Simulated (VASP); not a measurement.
Crystal: Fe2Sb.

```
Fe Sb
1.0
     4.82235    0.00000    0.00000
     0.00000    4.82235    0.00000
     0.00000    0.00000    4.82235
Fe Sb
4 2
Direct
  0.25000 0.25000 0.25000
  0.25000 0.75000 0.75000
  0.75000 0.75000 0.25000
  0.75000 0.25000 0.75000
  0.00000 0.00000 0.00000
  0.50000 0.50000 0.50000
```

```yaml
Program: VASP 6.6.1
Task: relaxation of cell and atoms
Functional: PBE
Potentials_or_basis: VASP PAW PBE potentials, release 64 (Fe, Sb)
Cutoff: 600 eV
k_mesh: 4 × 4 × 4
Occupations: gaussian, width 0.1 eV
Spin: collinear spin, ferromagnetic start
Starting_moments: "[1.85, 1.85, 1.85, 1.85, 0.0, 0.0] μB"
```

At the start: pressure 44.9 GPa; volume 18.69 Å³/atom.

Problem. How do energy, volume and symmetry change on relaxing?

Solution. Over 4 steps the energy falls by 1344.1 meV/atom and the volume is 32.63 Å³/atom (+74.6 %); space group Pn-3m (No. 224, to 0.1 Å) before and after; moment 14.00 μB per cell.

The path:
```csv
step,energy change (eV),largest force (eV/Å),pressure (GPa),volume (Å³)
1,0.0000,0.0000,44.95,112.14
2,-7.7706,0.0000,-3.33,220.59
3,-8.0607,0.0000,0.49,192.74
4,-8.0643,0.0000,-0.09,195.77
```

Final structure:
```cif
data_structure
_symmetry_space_group_name_H-M 'P 1'
_symmetry_Int_Tables_number 1
_cell_length_a 5.8065
_cell_length_b 5.8065
_cell_length_c 5.8065
_cell_angle_alpha 90.000
_cell_angle_beta 90.000
_cell_angle_gamma 90.000
_cell_volume 195.77
loop_
_atom_site_label
_atom_site_type_symbol
_atom_site_fract_x
_atom_site_fract_y
_atom_site_fract_z
_atom_site_occupancy
Fe1 Fe 0.25000 0.25000 0.25000 1
Fe2 Fe 0.25000 0.75000 0.75000 1
Fe3 Fe 0.75000 0.75000 0.25000 1
Fe4 Fe 0.75000 0.25000 0.75000 1
Sb1 Sb 0.00000 0.00000 0.00000 1
Sb2 Sb 0.50000 0.50000 0.50000 1
```

Caveat: the volume moved by over 15 % at a fixed basis, so the end points are rough; the run started ferromagnetic, and an antiferromagnetic order may lie lower in energy.
